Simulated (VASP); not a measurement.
Write the native input for VASP 6.6.1 that does the following.

* Task: single point
* Functional: PBEsol
* Potentials or basis: VASP PAW PBE potentials, release 64 (Sr_sv, O)
* Cutoff: 520 eV
* k mesh: 8 × 8 × 8
* Occupations: gaussian, width 0.01 eV
* Spin: no spin polarisation
* Dipole correction: no
* Further INCAR settings: ALGO = Normal; EDIFF = 1e-07; NBANDS = 15

The structure of SrO lies in POSCAR:

```
SrO
1.0
    0.0000000000      2.4876519488      2.4876519488
    2.4876519488      0.0000000000      2.4876519488
    2.4876519488      2.4876519488      0.0000000000
Sr O
1 1
Direct
    0.5000000000      0.5000000000      0.5000000000
    0.0000000000      0.0000000000      0.0000000000
```

One way to write it, as run:

INCAR

```
SYSTEM = SrO
ALGO = Normal
EDIFF = 1E-7
ENCUT = 520
GGA = PS
ISIF = 2
ISMEAR = 0
LASPH = .True.
LCHARG = .False.
LREAL = .False.
LWAVE = .False.
NBANDS = 15
NELM = 100
PREC = Accurate
SIGMA = 0.01
```

KPOINTS

```
k-points
0
Gamma
  8 8 8
  0 0 0
```

Potentials or basis: VASP PAW PBE potentials, release 64 (Sr_sv, O).

The run is started by

```bash
$ cat potpaw_PBE.64/Sr_sv/POTCAR potpaw_PBE.64/O/POTCAR > POTCAR
$ mpirun -np 1 vasp_std > vasp.out
```

Results of the run:

* Pressure: 11.0 GPa
* Band gap on the k mesh: 3.06 eV, indirect (the least direct gap lies 4.1 meV higher)

Caveat: the PAW data sets were made with another functional, which shifts forces and pressure a little.

It took 13 s on 1 thread of Intel(R) Xeon(R) Platinum 8259CL CPU @ 2.50GHz (Skylake/Cascade Lake), with other jobs on the host, peak memory 0.16 GiB.
